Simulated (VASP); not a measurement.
Input of a VASP 6.6.1 run:

POSCAR

```
SiNi2
1.0
    3.7991813526      0.0000000000      0.0000000000
   -1.8995906763      3.2901875649      0.0000000000
    0.0000000000      0.0000000000      4.8165713544
Si Ni
2 4
Direct
    0.3333333333      0.6666666667      0.7500000000
    0.6666666667      0.3333333333      0.2500000000
    0.0000000000      0.0000000000      0.0000000000
    0.0000000000      0.0000000000      0.5000000000
    0.3333333333      0.6666666667      0.2500000000
    0.6666666667      0.3333333333      0.7500000000
```

File INCAR.step1:

```
PREC = Accurate ; ENCUT = 600
ISMEAR = 0 ; SIGMA = 0.1
LREAL = False ; LASPH = True
NELM = 80 ; GGA = PE
ALGO = Normal ; EDIFF = 1E-4
LWAVE = True ; LCHARG = False
```

The input INCAR.step2:

```
PREC = Accurate ; ENCUT = 600
EDIFF = 1E-6 ; ISMEAR = 0
SIGMA = 0.1 ; LREAL = False
LASPH = True ; NELM = 80
ALGO = Normal ; ISIF = 3
LWAVE = False ; LCHARG = False
METAGGA = R2SCAN ; LMIXTAU = True
IBRION = 2 ; NSW = 70
EDIFFG = -0.008 ; PSTRESS = 150.0
ISTART = 1
```

Contents of KPOINTS:

```
Automatic mesh
0
Gamma
  12 12 8
```

Potentials or basis: VASP PAW PBE potentials, release 64 (Si, Ni).

The run is started by

```sh
$ cat potpaw_PBE.64/Si/POTCAR potpaw_PBE.64/Ni/POTCAR > POTCAR
$ cp INCAR.step1 INCAR
$ mpirun -np 1 vasp_std > vasp.out
$ cp INCAR.step2 INCAR
$ mpirun -np 1 vasp_std > vasp.out
```

**Question.** What does it give for the space group after relaxing (to 0.1 Å)?

**Answer.** P6_3/mmc (No. 194).

**Question.** What does it give for the band gap on the k mesh?

**Answer.** Zero (bands 24 and 25 overlap by 3.87 eV).

Final structure:
```
Si Ni
1.0
     3.80518    0.00000    0.00000
    -1.90259    3.29538    0.00000
     0.00000    0.00000    4.81037
Si Ni
2 4
Direct
  0.33333 0.66667 0.75000
  0.66667 0.33333 0.25000
  0.00000 0.00000 0.00000
  0.00000 0.00000 0.50000
  0.33333 0.66667 0.25000
  0.66667 0.33333 0.75000
```

Caveat: the cell is relaxed towards a set pressure, so the run minimises the enthalpy, not the energy. Spin polarisation is off, so any magnetic state and its effect on volume and gap are missing.
